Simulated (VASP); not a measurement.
# BaHf3O2 in VASP: further runs

BaHf3O2 is run at these levels: PBE; tasks: single point.

Everything below comes from runs of VASP 6.6.1. Logs are shortened: lines on timing, memory, paths and dates and some standing lists are left out, and cuts for length are marked.

**1. The cell of the first run**

The structure is hexagonal, space group P6/mmm (No. 191). The conventional cell has a = 6.453 Å, b = 6.453 Å, c = 2.957 Å, α = 90.00°, β = 90.00°, γ = 120.00°. Ba (site symmetry 6/mmm) has 2 Ba at 2.96 Å and 12 Hf at 3.55 Å and 6 O at 3.73 Å within 3.9 Å. Within 3.1 Å of Hf (site symmetry mmm) lie 4 O at 2.38 Å and 2 Hf at 2.96 Å. O (site symmetry -6m2) has 6 Hf at 2.38 Å and 2 O at 2.96 Å within 3.1 Å.

**2. Single point, PBE**

Input file INCAR:

```
SYSTEM = BaHf3O2
  PREC = Accurate
  ENCUT = 520
  EDIFF = 1E-6
  ISMEAR = 0
  SIGMA = 0.1
  LREAL = .FALSE.
  LASPH = .TRUE.
  NELM = 100
  ALGO = Normal
  ISIF = 2
  LWAVE = .FALSE.
  LCHARG = .FALSE.
  GGA = PE
  NBANDS = 35
```

Input file KPOINTS:

```
Automatic mesh
0
G
  3 3 6
  0 0 0
```

Input file POSCAR:

```
BaHf3O2
1.0
    6.4530247110      0.0000000000      0.0000000000
   -3.2265123555      5.5884833309      0.0000000000
    0.0000000000      0.0000000000      2.9568171713
Ba Hf O
1 3 2
Direct
    0.0000000000      0.0000000000      0.5000000000
    0.5000000000      0.5000000000      0.0000000000
    0.5000000000      0.0000000000      0.0000000000
    0.0000000000      0.5000000000      0.0000000000
    0.6666666667      0.3333333333      0.5000000000
    0.3333333333      0.6666666667      0.5000000000
```

Potentials or basis: VASP PAW PBE potentials, release 64 (Ba_sv, Hf_pv, O).

On the command line:

```
cat potpaw_PBE.64/Ba_sv/POTCAR potpaw_PBE.64/Hf_pv/POTCAR potpaw_PBE.64/O/POTCAR > POTCAR
mpirun -np 1 vasp_std > vasp.out
```

OUTCAR:

```text
SYSTEM = BaHf3O2
   PREC = Accurate
   ENCUT = 520
   EDIFF = 1E-6
   ISMEAR = 0
   LREAL = .FALSE.
   LASPH = .TRUE.
   NELM = 100
   ISIF = 2
   GGA = PE

 ion  position               nearest neighbor table
   1  0.000  0.000  0.500-   2 3.55   4 3.55   2 3.55   4 3.55   4 3.55   4 3.55   2 3.55   2 3.55
                             3 3.55   3 3.55   3 3.55   3 3.55
   2  0.500  0.500  0.000-   5 2.38   6 2.38   5 2.38   6 2.38   3 3.23   3 3.23   4 3.23   4 3.23
                             1 3.55   1 3.55   1 3.55   1 3.55
   3  0.500  0.000  0.000-   5 2.38   6 2.38   5 2.38   6 2.38   2 3.23   4 3.23   2 3.23   4 3.23
                             1 3.55   1 3.55   1 3.55   1 3.55
   4  0.000  0.500  0.000-   5 2.38   6 2.38   5 2.38   6 2.38   3 3.23   3 3.23   2 3.23   2 3.23
                             1 3.55   1 3.55   1 3.55   1 3.55
   5  0.667  0.333  0.500-   3 2.38   3 2.38   4 2.38   4 2.38   2 2.38   2 2.38
   6  0.333  0.667  0.500-   3 2.38   3 2.38   4 2.38   4 2.38   2 2.38   2 2.38

  LATTYP: Found a hexagonal cell.
 ALAT       =     6.4530247110
 C/A-ratio  =     0.4582063922

  Lattice vectors:

 A1 = (   6.4530247110,   0.0000000000,   0.0000000000)
 A2 = (  -3.2265123555,   5.5884833309,   0.0000000000)
 A3 = (   0.0000000000,   0.0000000000,   2.9568171713)

Analysis of symmetry for initial positions (statically):
=====================================================================
 Subroutine PRICEL returns:
 Original cell was already a primitive cell.

 Routine SETGRP: Setting up the symmetry group for a
 hexagonal supercell.

 Subroutine GETGRP returns: Found 24 space group operations
 (whereof 24 operations were pure point group operations)
 out of a pool of 24 trial point group operations.

The static configuration has the point symmetry D_6h.

Analysis of symmetry for dynamics (positions and initial velocities):
=====================================================================
 Subroutine PRICEL returns:
 Original cell was already a primitive cell.

 Routine SETGRP: Setting up the symmetry group for a
 hexagonal supercell.

 Subroutine GETGRP returns: Found 24 space group operations
 (whereof 24 operations were pure point group operations)
 out of a pool of 24 trial point group operations.

The dynamic configuration has the point symmetry D_6h.

 Subroutine INISYM returns: Found 24 space group operations
 (whereof 24 operations are pure point group operations),
 and found     1 'primitive' translations

----------------------------------------------------------------------------------------

                                     Primitive cell

  volume of cell :     106.6306

  direct lattice vectors                    reciprocal lattice vectors
     6.453024711  0.000000000  0.000000000     0.154966089  0.089469713  0.000000000
    -3.226512356  5.588483331  0.000000000     0.000000000  0.178939426  0.000000000
     0.000000000  0.000000000  2.956817171     0.000000000  0.000000000  0.338201499

  length of vectors
     6.453024711  6.453024711  2.956817171     0.178939426  0.178939426  0.338201499

  position of ions in fractional coordinates (direct lattice)
     0.000000000  0.000000000  0.500000000
     0.500000000  0.500000000  0.000000000
     0.500000000  0.000000000  0.000000000
     0.000000000  0.500000000  0.000000000
     0.666666667  0.333333333  0.500000000
     0.333333333  0.666666667  0.500000000

  ion indices of the primitive-cell ions
   primitive index   ion index
                 1           1
                 2           2
                 3           3
                 4           4
                 5           5
                 6           6

----------------------------------------------------------------------------------------

 KPOINTS: Automatic mesh

Automatic generation of k-mesh.
 Grid dimensions read from file:
 generate k-points for:    3    3    6

 Generating k-lattice:

  Cartesian coordinates                     Fractional coordinates (reciprocal lattice)
     0.051655363  0.029823238  0.000000000     0.333333333  0.000000000  0.000000000
     0.000000000  0.059646475  0.000000000     0.000000000  0.333333333  0.000000000
     0.000000000  0.000000000  0.056366917     0.000000000  0.000000000  0.166666667

  Length of vectors
     0.059646475  0.059646475  0.056366917

  Shift w.r.t. Gamma in fractional coordinates (k-lattice)
     0.000000000  0.000000000  0.000000000

 Subroutine IBZKPT returns following result:
 ===========================================

 Found     12 irreducible k-points:

 Following reciprocal coordinates:
            Coordinates               Weight
  0.000000  0.000000  0.000000      1.000000
  0.333333  0.000000  0.000000      6.000000
  0.333333  0.333333  0.000000      2.000000
  0.000000  0.000000  0.166667      2.000000
  0.333333  0.000000  0.166667     12.000000
  0.333333  0.333333  0.166667      4.000000
  0.000000  0.000000  0.333333      2.000000
  0.333333  0.000000  0.333333     12.000000
  0.333333  0.333333  0.333333      4.000000
  0.000000  0.000000  0.500000      1.000000
  0.333333  0.000000  0.500000      6.000000
  0.333333  0.333333  0.500000      2.000000
   k-points           NKPTS =     12   k-points in BZ     NKDIM =     12   number of bands    NBANDS=     35
   number of dos      NEDOS =    301   number of ions     NIONS =      6
   total plane-waves  NPLWV =  55296
   dimension x,y,z NGX =    48 NGY =   48 NGZ =   24
   dimension x,y,z NGXF=    96 NGYF=   96 NGZF=   48
   ions per type =               1   3   2
   NGX,Y,Z   is equivalent  to a cutoff of  12.37, 12.37, 13.49 a.u.
   NGXF,Y,Z  is equivalent  to a cutoff of  24.73, 24.73, 26.99 a.u.
 SYSTEM =  BaHf3O2
   PREC   = accura    normal or accurate (medium, high low for compatibility)
   ISTART =      0    job   : 0-new  1-cont  2-samecut
   ICHARG =      2    charge: 1-file 2-atom 10-const
   ISPIN  =      1    spin polarized calculation?
   LNONCOLLINEAR =      F non collinear calculations
   LSORBIT =      F    spin-orbit coupling
   LASPH  =      T    aspherical Exc in radial PAW
   ENCUT  =  520.0 eV  38.22 Ry    6.18 a.u.  12.00 12.00  5.50*2*pi/ulx,y,z
   NELM   =    100;   NELMIN=  2; NELMDL= -5     # of ELM steps
   EDIFF  = 0.1E-05   stopping-criterion for ELM
   LREAL  =      F    real-space projection
   EDIFFG = 0.1E-04   stopping-criterion for IOM
   NSW    =      0    number of steps for IOM
   IBRION =     -1    ionic relax: 0-MD 1-quasi-New 2-CG
   NFREE  =      0    steps in history (QN), initial steepest desc. (CG)
   ISIF   =      2    stress and relaxation
   ISYM   =      2    0-nonsym 1-usesym 2-fastsym
   POTIM  = 0.5000    time-step for ionic-motion
   TEBEG  =    0.0;   TEEND  =   0.0 temperature during run
   PSTRESS=    0.0 pullay stress
   NELECT =      52.0000    total number of electrons
   NUPDOWN=      -1.0000    fix difference up-down
   EMIN   =  10.00;   EMAX   =-10.00  energy-range for DOS
   EFERMI =   0.00;   METHOD = LEGACY
   ISMEAR =     0;   SIGMA  =   0.10  broadening in eV -4-tet -1-fermi 0-gaus
   EFERMI_NEDOS =   21; number of points for ismear=-14 and -15
   IALGO  =     38    algorithm
   IMIX   =      4    mixing-type and parameters
     AMIX     =   0.40;   BMIX     =  1.00
     AMIX_MAG =   1.60;   BMIX_MAG =  1.00
  volume/ion in A,a.u.               =      17.77       119.93
  Fermi-wavevector in a.u.,A,eV,Ry     =   1.288592  2.435085 22.592049  1.660469
  Thomas-Fermi vector in A             =   2.420536
   LORBIT       =      0    0 simple, 1 ext, 2 COOP (PROOUT), +10 PAW based schemes
   GGA     = PE    functional components
   LHFCALC =     F    Hartree Fock is set to
   AEXX    =    0.0000 exact exchange contribution
   IVDW    =     0    specifies the selected vdW correction
   LEPSILON=     F    determine dielectric tensor
   LRPA    =     F    only Hartree local field effects (RPA)
 non-spin polarized calculation
 Gauss-broadening in eV      SIGMA  =   0.10
  energy-cutoff  :      520.00
  volume of cell :      106.63
 maximum number of plane-waves:      2898
 NGX is ok and might be reduce to    48
   NGX = 23   NGY = 23   NGZ = 11

 number of electron      52.0000007 magnetization

 Free energy of the ion-electron system (eV)
  ---------------------------------------------------
  ext. energy  EPLUGINS =         0.00000000
  ---------------------------------------------------
  free energy    TOTEN  =       -47.05523136 eV

  energy without entropy =      -47.03207857  energy(sigma->0) =      -47.04365497

 E-fermi :   5.6321     XC(G=0): -11.2549

 val. band max:        5.5961139780   @ k =   0.0000   0.0000   0.1667
 cond. band min:       5.6581443187   @ k =   0.3333   0.0000   0.3333
 fundamental gap:      0.0620303408
 Fermi energy:         5.6320759602

 k-point     1 :       0.0000    0.0000    0.0000
  band No.  band energies     occupation
      1     -26.1448      2.00000
      2     -25.6692      2.00000
      3     -25.6692      2.00000
      4     -25.4058      2.00000
      5     -25.4058      2.00000
      6     -25.3242      2.00000
[... 27 lines left out ...]
     34       8.8063      0.00000
     35       8.8063      0.00000

 k-point     2 :       0.3333    0.0000    0.0000
  band No.  band energies     occupation
      1     -26.0322      2.00000
      2     -25.7252      2.00000
      3     -25.6182      2.00000
      4     -25.4834      2.00000
      5     -25.4310      2.00000
      6     -25.3522      2.00000
[... 27 lines left out ...]
     34       8.9117      0.00000
     35       9.0583      0.00000

 k-point     3 :       0.3333    0.3333    0.0000
  band No.  band energies     occupation
      1     -25.8743      2.00000
      2     -25.8743      2.00000
      3     -25.5675      2.00000
      4     -25.5200      2.00000
      5     -25.4089      2.00000
      6     -25.4089      2.00000
[... 27 lines left out ...]
     34       9.1409      0.00000
     35       9.4688      0.00000
[... 267 lines left out ...]
 k-point    11 :       0.3333    0.0000    0.5000
  band No.  band energies     occupation
      1     -25.9962      2.00000
      2     -25.9061      2.00000
      3     -25.8724      2.00000
      4     -25.8230      2.00000
      5     -25.5901      2.00000
      6     -25.5103      2.00000
[... 27 lines left out ...]
     34       9.9279      0.00000
     35      10.0204      0.00000

 k-point    12 :       0.3333    0.3333    0.5000
  band No.  band energies     occupation
      1     -25.9511      2.00000
      2     -25.9511      2.00000
      3     -25.8729      2.00000
      4     -25.7008      2.00000
      5     -25.7008      2.00000
      6     -25.4644      2.00000
[... 27 lines left out ...]
     34       9.9799      0.00000
     35       9.9799      0.00000

------------------------ aborting loop because EDIFF is reached ----------------------------------------

  FORCE on cell =-STRESS in cart. coord.  units (eV):
  Direction    XX          YY          ZZ          XY          YZ          ZX
  --------------------------------------------------------------------------------------
  -------------------------------------------------------------------------------------
  Total       -0.3080021     -0.3080021     -0.1156222      0.0000000     -0.0000000      0.0000000
  in kB       -4.6278847     -4.6278847     -1.7372812      0.0000000     -0.0000000      0.0000000
  external PRESSURE =      -3.6643502 kB  Pullay stress =       0.0000000 kB

 VOLUME and BASIS-vectors are now :
 -----------------------------------------------------------------------------
  energy-cutoff  :      520.00
  volume of cell :      106.63
      direct lattice vectors                 reciprocal lattice vectors
     6.453024711  0.000000000  0.000000000     0.154966089  0.089469713  0.000000000
    -3.226512356  5.588483331  0.000000000     0.000000000  0.178939426  0.000000000
     0.000000000  0.000000000  2.956817171     0.000000000  0.000000000  0.338201499

 POSITION                                       TOTAL-FORCE (eV/Angst)
 -----------------------------------------------------------------------------------
      0.00000      0.00000      1.47841        -0.000000      0.000000      0.000000
      1.61326      2.79424      0.00000        -0.000000      0.000000      0.000000
      3.22651      0.00000      0.00000        -0.000000      0.000000      0.000000
     -1.61326      2.79424      0.00000        -0.000000      0.000000      0.000000
      3.22651      1.86283      1.47841         0.000000      0.000000      0.000000
     -0.00000      3.72566      1.47841         0.000000      0.000000      0.000000
 -----------------------------------------------------------------------------------
    total drift:                               -0.000000      0.000000      0.000000

  FREE ENERGIE OF THE ION-ELECTRON SYSTEM (eV)
  ---------------------------------------------------
  free  energy   TOTEN  =       -47.0552313626 eV

  energy  without entropy=      -47.0320785727  energy(sigma->0) =      -47.04365497
```

Run time: 19 s. Hardware: 1 thread of Intel Xeon 6975P-C (Granite Rapids), shared host; peak memory 0.24 GiB.

What came out:

```
Free energy            : -47.0552 eV
Pressure               : -0.4 GPa
Band gap on the k mesh : zero (band 26 reaches 5.87 eV, above the bottom of band 27 at 4.82 eV)
```

Caveat: the k points lie up to 0.37 Å⁻¹ apart; spin-orbit coupling is left out, which moves the levels of the heavy elements.

**3. Single point, PBE**

This run uses another cell than the first one, of 17.88 Å³/atom, 1.006 times its volume.

Input file INCAR:

```
  PREC = Accurate
  ENCUT = 520
  EDIFF = 1E-6
  ISMEAR = 0
  SIGMA = 0.1
  LREAL = False
  LASPH = True
  NELM = 80
  ALGO = Normal
  ISIF = 2
  LWAVE = False
  LCHARG = False
  GGA = PE
  NBANDS = 35
```

Input file KPOINTS:

```
Automatic mesh
0
Gamma
  6 6 4
```

Input file POSCAR:

```
BaHf3O2
1.0
    6.4980699979     -0.0000000034      0.0000000000
   -3.2490349960      5.6274936954      0.0000000000
    0.0000000000      0.0000000000      2.9336750996
Ba Hf O
1 3 2
Direct
    0.0000000000      0.0000000000      0.9488782908
    0.5000000000      0.5000000000      0.4488996543
    0.5000000000      0.0000000000      0.4488996543
    0.0000000000      0.5000000000      0.4488996543
    0.6666666667      0.3333333333      0.9490298482
    0.3333333333      0.6666666667      0.9490298482
```

Potentials or basis: VASP PAW PBE potentials, release 64 (Ba_sv, Hf_pv, O).

On the command line:

```
cat potpaw_PBE.64/Ba_sv/POTCAR potpaw_PBE.64/Hf_pv/POTCAR potpaw_PBE.64/O/POTCAR > POTCAR
mpirun -np 1 vasp_std > vasp.out
```

Run time: 30 s. Hardware: 1 thread of Intel Xeon 6975P-C (Granite Rapids), shared host; peak memory 0.26 GiB.

Results (log left out):

```
Free energy            : -46.8097 eV
Pressure               : -0.2 GPa
Band gap on the k mesh : zero (band 26 reaches 6.34 eV, above the bottom of band 27 at 4.63 eV)
```

Stress tensor (GPa, compression positive):
```
-0.37  0.00  0.00
 0.00 -0.37  0.00
 0.00  0.00  0.28
```

Levels at points of the mesh, in eV from the Fermi level:
| k point | band 24 | band 25 | band 26 | band 27 | band 28 | band 29 | band 30 | band 31 |
| --- | --- | --- | --- | --- | --- | --- | --- | --- |
| (0.00, 0.00, 0.00) | -1.74 | -1.74 | -1.04 | -1.04 | 0.87 | 1.86 | 2.85 | 2.85 |
| (0.50, 0.00, 0.00) | -1.32 | -1.07 | -0.91 | -0.04 | 0.35 | 0.50 | 0.59 | 1.37 |
| (0.00, 0.00, 0.50) | -0.64 | -0.52 | -0.52 | -0.49 | -0.49 | 0.58 | 1.65 | 2.04 |
| (0.50, 0.00, 0.50) | -1.20 | -0.57 | -0.04 | 0.17 | 0.55 | 0.89 | 1.73 | 2.37 |

Caveat: the k points lie up to 0.54 Å⁻¹ apart; spin-orbit coupling is left out, which moves the levels of the heavy elements.

(Part 1 of 2 ends here.)
